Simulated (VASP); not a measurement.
A run of VASP 6.6.1 is set up as follows.

The input INCAR:

```
SYSTEM = S
ALGO     = Normal         ! electronic algorithm
EDIFF    = 1E-6           ! SCF threshold, eV
ENCUT    = 520            ! plane-wave cutoff, eV
GGA      = PE             ! functional
ISIF     = 2              ! what is computed and relaxed
ISMEAR   = 0              ! smearing method
IVDW     = 12             ! dispersion correction
LASPH    = .TRUE.         ! aspherical terms in the spheres
LCHARG   = .FALSE.        ! write CHGCAR
LREAL    = .FALSE.        ! projectors in reciprocal space
LWAVE    = .FALSE.        ! write WAVECAR
NBANDS   = 16             ! bands
NELM     = 100            ! most SCF steps
PREC     = Accurate       ! precision mode
SIGMA    = 0.1            ! smearing width, eV
```

KPOINTS

```
k-points
0
G
  6 6 4
  0 0 0
```

The input POSCAR:

```
S
1.0
    4.2076658953      0.0000000000      0.0000000000
   -2.1038329477      3.6439455560      0.0000000000
    0.0000000000      0.0000000000      4.4344958991
S
3
Direct
    0.2025690894      0.0000000000      0.3333333333
    0.0000000000      0.2025690894      0.6666666667
    0.7974309106      0.7974309106      0.0000000000
```

Potentials or basis: VASP PAW PBE potentials, release 64 (S).

Run with:

```console
$ cat potpaw_PBE.64/S/POTCAR > POTCAR
$ mpirun -np 1 vasp_std > vasp.out
```

(1) Predict the dispersion energy per atom.

(2) Predict the band gap on the k mesh.

(3) Estimate the pressure.

## Answers

(1) -0.261 eV.

(2) 1.65 eV, indirect (least direct gap 2.09 eV).

(3) -0.2 GPa.
